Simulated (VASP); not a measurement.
# Ga2Cl in VASP: further runs

The runs below take Ga2Cl through single point, with PBE.

Program: VASP 6.6.1. These are calculated values, not measurements. Logs are shortened: lines on timing, memory, paths and dates and some standing lists are left out, and cuts for length are marked.

### 1 The cell of the first run

The typed cell holds 6 atoms: a = 5.678 Å, b = 5.678 Å, c = 5.286 Å, α = 90.00°, β = 90.00°, γ = 90.00°.

### 2 Single point, PBE

Input file INCAR:

```
SYSTEM = Ga2Cl
PREC     = Accurate       ! precision mode
ENCUT    = 520            ! plane-wave cutoff, eV
EDIFF    = 1E-7           ! SCF threshold, eV
ISMEAR   = 0              ! smearing method
SIGMA    = 0.1            ! smearing width, eV
LREAL    = .FALSE.        ! projectors in reciprocal space
LASPH    = .TRUE.         ! aspherical terms in the spheres
NELM     = 80             ! most SCF steps
ALGO     = Normal         ! electronic algorithm
ISIF     = 2              ! what is computed and relaxed
LWAVE    = .FALSE.        ! write WAVECAR
LCHARG   = .FALSE.        ! write CHGCAR
GGA      = PE             ! functional
NBANDS   = 42             ! bands
```

Input file KPOINTS:

```
Automatic mesh
0
G
  4 4 4
  0 0 0
```

Input file POSCAR:

```
Ga2Cl
1.0
    5.6777587648      0.0000000000      0.0000000000
    0.0000000000      5.6777587648      0.0000000000
    0.0000000000      0.0000000000      5.2861627721
Ga Cl
4 2
Direct
    0.0000000000      0.5000000000      0.0008833236
    0.0000000000      0.5000000000      0.5008833236
    0.5000000000      0.0000000000      0.4991166764
    0.5000000000      0.0000000000      0.9991166764
    0.0000000000      0.0000000000      0.0000000000
    0.5000000000      0.5000000000      0.5000000000
```

Potentials or basis: VASP PAW PBE potentials, release 64 (Ga_d, Cl).

The run is started by

```sh
$ cat potpaw_PBE.64/Ga_d/POTCAR potpaw_PBE.64/Cl/POTCAR > POTCAR
$ mpirun -np 1 vasp_std > vasp.out
```

OUTCAR:

```text
SYSTEM = Ga2Cl
   PREC = Accurate
   ENCUT = 520
   EDIFF = 1E-7
   ISMEAR = 0
   LREAL = .FALSE.
   LASPH = .TRUE.
   NELM = 80
   ISIF = 2
   GGA = PE

 ion  position               nearest neighbor table
   1  0.000  0.500  0.001-   2 2.64   2 2.64
   2  0.000  0.500  0.501-   1 2.64   1 2.64
   3  0.500  0.000  0.499-   4 2.64   4 2.64
   4  0.500  0.000  0.999-   3 2.64   3 2.64
   5  0.000  0.000  0.000-
   6  0.500  0.500  0.500-

  LATTYP: Found a simple tetragonal cell.
 ALAT       =     5.6777587648
 C/A-ratio  =     0.9310298290

  Lattice vectors:

 A1 = (   5.6777587648,   0.0000000000,   0.0000000000)
 A2 = (   0.0000000000,   5.6777587648,   0.0000000000)
 A3 = (   0.0000000000,   0.0000000000,   5.2861627721)

Analysis of symmetry for initial positions (statically):
=====================================================================
 Subroutine PRICEL returns:
 Original cell was already a primitive cell.

 Routine SETGRP: Setting up the symmetry group for a
 simple tetragonal supercell.

 Subroutine GETGRP returns: Found 16 space group operations
 (whereof  8 operations were pure point group operations)
 out of a pool of 16 trial point group operations.

The static configuration has the point symmetry D_2d.
 The point group associated with its full space group is D_4h.

Analysis of symmetry for dynamics (positions and initial velocities):
=====================================================================
 Subroutine PRICEL returns:
 Original cell was already a primitive cell.

 Routine SETGRP: Setting up the symmetry group for a
 simple tetragonal supercell.

 Subroutine GETGRP returns: Found 16 space group operations
 (whereof  8 operations were pure point group operations)
 out of a pool of 16 trial point group operations.

The dynamic configuration has the point symmetry D_2d.
 The point group associated with its full space group is D_4h.

 Subroutine INISYM returns: Found 16 space group operations
 (whereof  8 operations are pure point group operations),
 and found     1 'primitive' translations

----------------------------------------------------------------------------------------

                                     Primitive cell

  volume of cell :     170.4097

  direct lattice vectors                    reciprocal lattice vectors
     5.677758765  0.000000000  0.000000000     0.176125834  0.000000000  0.000000000
     0.000000000  5.677758765  0.000000000     0.000000000  0.176125834  0.000000000
     0.000000000  0.000000000  5.286162772     0.000000000  0.000000000  0.189173138

  length of vectors
     5.677758765  5.677758765  5.286162772     0.176125834  0.176125834  0.189173138

  position of ions in fractional coordinates (direct lattice)
     0.000000000  0.500000000  0.000883324
     0.000000000  0.500000000  0.500883324
     0.500000000  0.000000000  0.499116676
     0.500000000  0.000000000  0.999116676
     0.000000000  0.000000000  0.000000000
     0.500000000  0.500000000  0.500000000

  ion indices of the primitive-cell ions
   primitive index   ion index
                 1           1
                 2           2
                 3           3
                 4           4
                 5           5
                 6           6

----------------------------------------------------------------------------------------

 KPOINTS: Automatic mesh

Automatic generation of k-mesh.
 Grid dimensions read from file:
 generate k-points for:    4    4    4

 Generating k-lattice:

  Cartesian coordinates                     Fractional coordinates (reciprocal lattice)
     0.044031459  0.000000000  0.000000000     0.250000000  0.000000000  0.000000000
     0.000000000  0.044031459  0.000000000     0.000000000  0.250000000  0.000000000
     0.000000000  0.000000000  0.047293285     0.000000000  0.000000000  0.250000000

  Length of vectors
     0.044031459  0.044031459  0.047293285

  Shift w.r.t. Gamma in fractional coordinates (k-lattice)
     0.000000000  0.000000000  0.000000000

 Subroutine IBZKPT returns following result:
 ===========================================

 Found     18 irreducible k-points:

 Following reciprocal coordinates:
            Coordinates               Weight
  0.000000  0.000000  0.000000      1.000000
  0.250000  0.000000  0.000000      4.000000
  0.500000  0.000000  0.000000      2.000000
  0.250000  0.250000  0.000000      4.000000
  0.500000  0.250000  0.000000      4.000000
  0.500000  0.500000  0.000000      1.000000
[... 10 lines left out ...]
  0.500000  0.250000  0.500000      4.000000
  0.500000  0.500000  0.500000      1.000000
   k-points           NKPTS =     18   k-points in BZ     NKDIM =     18   number of bands    NBANDS=     42
   number of dos      NEDOS =    301   number of ions     NIONS =      6
   total plane-waves  NPLWV =  70560
   dimension x,y,z NGX =    42 NGY =   42 NGZ =   40
   dimension x,y,z NGXF=    84 NGYF=   84 NGZF=   80
   ions per type =               4   2
   NGX,Y,Z   is equivalent  to a cutoff of  12.30, 12.30, 12.58 a.u.
   NGXF,Y,Z  is equivalent  to a cutoff of  24.60, 24.60, 25.16 a.u.
 SYSTEM =  Ga2Cl
   PREC   = accura    normal or accurate (medium, high low for compatibility)
   ISTART =      0    job   : 0-new  1-cont  2-samecut
   ICHARG =      2    charge: 1-file 2-atom 10-const
   ISPIN  =      1    spin polarized calculation?
   LNONCOLLINEAR =      F non collinear calculations
   LSORBIT =      F    spin-orbit coupling
   LASPH  =      T    aspherical Exc in radial PAW
   ENCUT  =  520.0 eV  38.22 Ry    6.18 a.u.  10.56 10.56  9.83*2*pi/ulx,y,z
   NELM   =     80;   NELMIN=  2; NELMDL= -5     # of ELM steps
   EDIFF  = 0.1E-06   stopping-criterion for ELM
   LREAL  =      F    real-space projection
   EDIFFG = 0.1E-05   stopping-criterion for IOM
   NSW    =      0    number of steps for IOM
   IBRION =     -1    ionic relax: 0-MD 1-quasi-New 2-CG
   NFREE  =      0    steps in history (QN), initial steepest desc. (CG)
   ISIF   =      2    stress and relaxation
   ISYM   =      2    0-nonsym 1-usesym 2-fastsym
   POTIM  = 0.5000    time-step for ionic-motion
   TEBEG  =    0.0;   TEEND  =   0.0 temperature during run
   PSTRESS=    0.0 pullay stress
   NELECT =      66.0000    total number of electrons
   NUPDOWN=      -1.0000    fix difference up-down
   EMIN   =  10.00;   EMAX   =-10.00  energy-range for DOS
   EFERMI =   0.00;   METHOD = LEGACY
   ISMEAR =     0;   SIGMA  =   0.10  broadening in eV -4-tet -1-fermi 0-gaus
   EFERMI_NEDOS =   21; number of points for ismear=-14 and -15
   IALGO  =     38    algorithm
   IMIX   =      4    mixing-type and parameters
     AMIX     =   0.40;   BMIX     =  1.00
     AMIX_MAG =   1.60;   BMIX_MAG =  1.00
  volume/ion in A,a.u.               =      28.40       191.66
  Fermi-wavevector in a.u.,A,eV,Ry     =   1.193323  2.255053 19.374965  1.424020
  Thomas-Fermi vector in A             =   2.329340
   LORBIT       =      0    0 simple, 1 ext, 2 COOP (PROOUT), +10 PAW based schemes
   GGA     = PE    functional components
   LHFCALC =     F    Hartree Fock is set to
   AEXX    =    0.0000 exact exchange contribution
   IVDW    =     0    specifies the selected vdW correction
   LEPSILON=     F    determine dielectric tensor
   LRPA    =     F    only Hartree local field effects (RPA)
 non-spin polarized calculation
 Gauss-broadening in eV      SIGMA  =   0.10
  energy-cutoff  :      520.00
  volume of cell :      170.41
 maximum number of plane-waves:      4647
   NGX = 21   NGY = 21   NGZ = 19

 number of electron      66.0000027 magnetization

 Free energy of the ion-electron system (eV)
  ---------------------------------------------------
  ext. energy  EPLUGINS =         0.00000000
  ---------------------------------------------------
  free energy    TOTEN  =       -16.32897688 eV

  energy without entropy =      -16.32349903  energy(sigma->0) =      -16.32623795

 E-fermi :   2.7153     XC(G=0):  -8.4980

 val. band max:        2.7001685415   @ k =   0.2500   0.2500   0.0000
 cond. band min:       2.9077100758   @ k =   0.2500   0.2500   0.0000
 fundamental gap:      0.2075415343
 Fermi energy:         2.7153286585

 k-point     1 :       0.0000    0.0000    0.0000
  band No.  band energies     occupation
      1     -13.4106      2.00000
      2     -13.3649      2.00000
      3     -12.8078      2.00000
      4     -12.8011      2.00000
      5     -12.6562      2.00000
      6     -12.6562      2.00000
[... 34 lines left out ...]
     41       7.8326      0.00000
     42       7.9381      0.00000

 k-point     2 :       0.2500    0.0000    0.0000
  band No.  band energies     occupation
      1     -13.3619      2.00000
      2     -13.3298      2.00000
      3     -12.8083      2.00000
      4     -12.8020      2.00000
      5     -12.6552      2.00000
      6     -12.6549      2.00000
[... 34 lines left out ...]
     41       8.0942      0.00000
     42       8.1596      0.00000

 k-point     3 :       0.5000    0.0000    0.0000
  band No.  band energies     occupation
      1     -13.2992      2.00000
      2     -13.2992      2.00000
      3     -12.8065      2.00000
      4     -12.8065      2.00000
      5     -12.6525      2.00000
      6     -12.6525      2.00000
[... 34 lines left out ...]
     41       8.4759      0.00000
     42       8.4783      0.00000

 k-point     4 :       0.2500    0.2500    0.0000
  band No.  band energies     occupation
      1     -13.3114      2.00000
      2     -13.2890      2.00000
      3     -12.8091      2.00000
      4     -12.8031      2.00000
      5     -12.6572      2.00000
      6     -12.6530      2.00000
[... 574 lines left out ...]
     41       7.3583      0.00000
     42       7.3583      0.00000

 k-point    17 :       0.5000    0.2500    0.5000
  band No.  band energies     occupation
      1     -13.2462      2.00000
      2     -13.2462      2.00000
      3     -12.6336      2.00000
      4     -12.6336      2.00000
      5     -12.6260      2.00000
      6     -12.6260      2.00000
[... 34 lines left out ...]
     41       7.6383      0.00000
     42       7.6450      0.00000

 k-point    18 :       0.5000    0.5000    0.5000
  band No.  band energies     occupation
      1     -13.1890      2.00000
      2     -13.1890      2.00000
      3     -12.6337      2.00000
      4     -12.6337      2.00000
      5     -12.6337      2.00000
      6     -12.6337      2.00000
[... 34 lines left out ...]
     41       7.7659      0.00000
     42       7.7659      0.00000

------------------------ aborting loop because EDIFF is reached ----------------------------------------

  FORCE on cell =-STRESS in cart. coord.  units (eV):
  Direction    XX          YY          ZZ          XY          YZ          ZX
  --------------------------------------------------------------------------------------
  -------------------------------------------------------------------------------------
  Total        0.2462754      0.2462754      0.0908240      0.0000000      0.0000000      0.0000000
  in kB        2.3154595      2.3154595      0.8539191      0.0000000      0.0000000      0.0000000
  external PRESSURE =       1.8282794 kB  Pullay stress =       0.0000000 kB

 VOLUME and BASIS-vectors are now :
 -----------------------------------------------------------------------------
  energy-cutoff  :      520.00
  volume of cell :      170.41
      direct lattice vectors                 reciprocal lattice vectors
     5.677758765  0.000000000  0.000000000     0.176125834  0.000000000  0.000000000
     0.000000000  5.677758765  0.000000000     0.000000000  0.176125834  0.000000000
     0.000000000  0.000000000  5.286162772     0.000000000  0.000000000  0.189173138

 POSITION                                       TOTAL-FORCE (eV/Angst)
 -----------------------------------------------------------------------------------
      0.00000      2.83888      0.00467         0.000000     -0.000000      0.000084
      0.00000      2.83888      2.64775         0.000000      0.000000      0.000084
      2.83888      0.00000      2.63841        -0.000000     -0.000000     -0.000084
      2.83888      0.00000      5.28149         0.000000     -0.000000     -0.000084
      0.00000      0.00000      0.00000         0.000000     -0.000000     -0.000000
      2.83888      2.83888      2.64308        -0.000000      0.000000     -0.000000
 -----------------------------------------------------------------------------------
    total drift:                                0.000000      0.000000      0.000000

  FREE ENERGIE OF THE ION-ELECTRON SYSTEM (eV)
  ---------------------------------------------------
  free  energy   TOTEN  =       -16.3289768795 eV

  energy  without entropy=      -16.3234990270  energy(sigma->0) =      -16.32623795
```

It took 71 s on 1 thread of Intel Xeon 6975P-C (Granite Rapids), shared host; peak memory 0.29 GiB.

Results:

```
Free energy            : -16.3290 eV
Pressure               : 0.2 GPa
Band gap on the k mesh : zero (bands 33 and 34 overlap by 2.56 eV)
```

### 3 Single point, PBE

This run uses another cell than the first one: it holds 3 atoms, not 6.

Input file INCAR:

```
SYSTEM = Ga2Cl
  PREC = Accurate
  ENCUT = 520
  EDIFF = 1E-6
  ISMEAR = 0
  SIGMA = 0.1
  LREAL = .FALSE.
  LASPH = .TRUE.
  NELM = 60
  ALGO = Normal
  ISIF = 2
  LWAVE = .FALSE.
  LCHARG = .TRUE.
  GGA = PE
  LELF = .TRUE.
  LVHAR = .TRUE.
  NBANDS = 24
```

Input file KPOINTS:

```
regular mesh
0
G
  12 12 12
  0 0 0
```

Input file POSCAR:

```
Ga2Cl
1.0
   -2.8418709141      2.8418709141      2.6741686243
    2.8418709141     -2.8418709141      2.6741686243
    2.8418709141      2.8418709141     -2.6741686243
Ga Cl
2 1
Direct
    0.5000000000      0.0000000000      0.5000000000
    0.0000000000      0.5000000000      0.5000000000
    0.0000000000      0.0000000000      0.0000000000
```

Potentials or basis: VASP PAW PBE potentials, release 64 (Ga_d, Cl).

The run is started by

```sh
$ cat potpaw_PBE.64/Ga_d/POTCAR potpaw_PBE.64/Cl/POTCAR > POTCAR
$ mpirun -np 1 vasp_std > vasp.out
```

It took 1.7 min on 1 thread of Intel Xeon 6975P-C (Granite Rapids), shared host; peak memory 0.4 GiB.

Results (log left out):

- Free energy: -8.0731 eV
- Pressure: 0.0 GPa
- Band gap on the k mesh: zero (an odd number of electrons rules out a gap without spin polarisation)

Levels at points of the mesh, in eV from the Fermi level:
```tsv
k point	band 13	band 14	band 15	band 16	band 17	band 18	band 19	band 20
(0.00, 0.00, 0.00)	-4.76	-4.76	-3.73	-1.85	-1.00	2.09	2.09	4.62
(0.50, 0.00, 0.00)	-5.81	-4.97	-3.99	-2.53	0.87	1.59	1.83	4.36
(0.50, 0.50, 0.00)	-5.10	-3.89	-2.70	-1.62	-1.20	-0.82	1.77	2.68
(0.50, 0.50, 0.50)	-5.39	-5.39	-4.56	-2.86	-0.75	1.33	1.33	5.32
```

Caveat: an odd number of electrons without spin polarisation forces a metal; a magnetic or distorted state may lie lower.
